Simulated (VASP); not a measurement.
# BP: single point with PBE

BP:

```
CELL_PARAMETERS angstrom
0.00000 2.28035 2.26900
2.28035 0.00000 2.26900
2.28035 2.28035 0.00000
ATOMIC_POSITIONS crystal
B 0.00000 0.00000 0.00000
P 0.75000 0.75000 0.75000
```

This cell differs from its parent crystal: strain +0.0050 x Voigt [1, 1, 0, 0, 0, 0].

```
Program                : VASP 6.6.1
Task                   : single point
Functional             : PBE
Potentials or basis    : VASP PAW PBE potentials, release 64 (B, P)
Cutoff                 : 520 eV
k mesh                 : 10 × 10 × 10
Occupations            : gaussian, width 0.05 eV
Spin                   : no spin polarisation
Dipole correction      : no
Further INCAR settings : ALGO = Normal; EDIFF = 1e-06; NBANDS = 11
```

```yaml
Pressure: -0.7 GPa
Band_gap_on_the_k_mesh: 1.18 eV, indirect (least direct gap 3.34 eV)
```

Stress tensor (GPa, compression positive):
```
-1.16  0.00  0.00
 0.00 -1.16  0.00
 0.00  0.00  0.16
```

Levels at points of the mesh, in eV from the valence-band top:
```csv
k point,band 1,band 2,band 3,band 4,band 5,band 6,band 7,band 8
"(0.00, 0.00, 0.00)",-15.40,-0.05,-0.05,0.00,3.34,3.36,3.36,7.19
"(0.50, 0.00, 0.00)",-12.12,-8.99,-1.81,-1.75,3.69,4.65,4.70,10.06
"(0.50, 0.50, 0.00)",-10.57,-8.53,-4.14,-4.14,1.28,1.59,12.00,12.00
"(0.50, 0.00, 0.50)",-10.62,-8.58,-4.10,-4.09,1.34,1.66,11.95,12.05
```

Wall time 45 s on 1 thread of AMD EPYC 7R13, with other jobs on the host, peak memory 0.12 GiB.

Caveat: the cell differs from its parent crystal (strain +0.0050 x Voigt [1, 1, 0, 0, 0, 0]). A k mesh can miss the band edges.
